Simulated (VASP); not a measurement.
A run of VASP 6.6.1 is set up as follows.

Contents of POSCAR:

```
AlN
1.0
    2.1919066949      2.1919066949      0.0000000000
   -2.1919066949      2.1919066949      0.0000000000
    0.0000000000      2.1919066949      2.1919066949
Al N
1 1
Direct
    0.0000000000      0.0000000000      0.0000000000
    0.2500000000      0.7500000000      0.5000000000
```

INCAR.step1

```
  ALGO = Normal
  EDIFF = 1E-4
  ENCUT = 520
  GGA = PE
  ISMEAR = 0
  LASPH = T
  LCHARG = F
  LREAL = F
  LWAVE = T
  NBANDS = 11
  NELM = 80
  PREC = Accurate
  SIGMA = 0.01
```

The input INCAR.step2:

```
  ALGO = Normal
  EDIFF = 1E-7
  ENCUT = 520
  ISIF = 2
  ISMEAR = 0
  ISTART = 1
  LASPH = T
  LCHARG = F
  LMIXTAU = T
  LREAL = F
  LWAVE = F
  METAGGA = R2SCAN
  NBANDS = 11
  NELM = 80
  PREC = Accurate
  SIGMA = 0.01
```

File KPOINTS:

```
k-points
0
Gamma
  10 10 10
```

Potentials or basis: VASP PAW PBE potentials, release 64 (Al, N).

Run with:

```sh
$ cat potpaw_PBE.64/Al/POTCAR potpaw_PBE.64/N/POTCAR > POTCAR
$ cp INCAR.step1 INCAR
$ mpirun -np 1 vasp_std > vasp.out
$ cp INCAR.step2 INCAR
$ mpirun -np 1 vasp_std > vasp.out
```

Problem. What does it give for the pressure?

Solution. -2.4 GPa.

Problem. Estimate the band gap on the k mesh.

Solution. 3.93 eV, indirect (least direct gap 4.79 eV).

Caveat: the PAW data sets were made with another functional, which shifts forces and pressure a little. r2SCAN opens gaps a little over a GGA but as a rule still falls short of measured ones.
